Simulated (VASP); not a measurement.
Wanted: the native input for a VASP 6.6.1 run.

```
Task                   : single point
Functional             : PBEsol
Potentials or basis    : VASP PAW PBE potentials, release 64 (Na_pv, B)
Cutoff                 : 520 eV
k mesh                 : 18 × 18 × 18
Occupations            : gaussian, width 0.15 eV
Spin                   : no spin polarisation
Dipole correction      : no
Further INCAR settings : ALGO = Normal; EDIFF = 1e-07; NBANDS = 12
```

The structure of NaB lies in POSCAR:

```
NaB
1.0
    0.0000000000      2.6838690000      2.6838690000
    2.6838690000      0.0000000000      2.6838690000
    2.6838690000      2.6838690000      0.0000000000
Na B
1 1
Direct
    0.0000000000      0.0000000000      0.0000000000
    0.5000000000      0.5000000000      0.5000000000
```

One way to write it, as run:

INCAR

```
PREC = Accurate
ENCUT = 520
EDIFF = 1E-7
ISMEAR = 0
SIGMA = 0.15
LREAL = False
LASPH = True
NELM = 60
ALGO = Normal
ISIF = 2
LWAVE = False
LCHARG = False
GGA = PS
NBANDS = 12
```

KPOINTS

```
Automatic mesh
0
Gamma
  18 18 18
```

Potentials or basis: VASP PAW PBE potentials, release 64 (Na_pv, B).

Run with:

```console
$ cat potpaw_PBE.64/Na_pv/POTCAR potpaw_PBE.64/B/POTCAR > POTCAR
$ mpirun -np 1 vasp_std > vasp.out
```

Results of the run:

The pressure is -0.9 GPa. The band gap on the k mesh is zero (bands 5 and 6 overlap by 3.05 eV).

Caveat: the PAW data sets were made with another functional, which shifts forces and pressure a little.

Wall time 2.4 min on 1 thread of Intel Xeon 8259CL, on a shared host, peak memory 0.21 GiB.
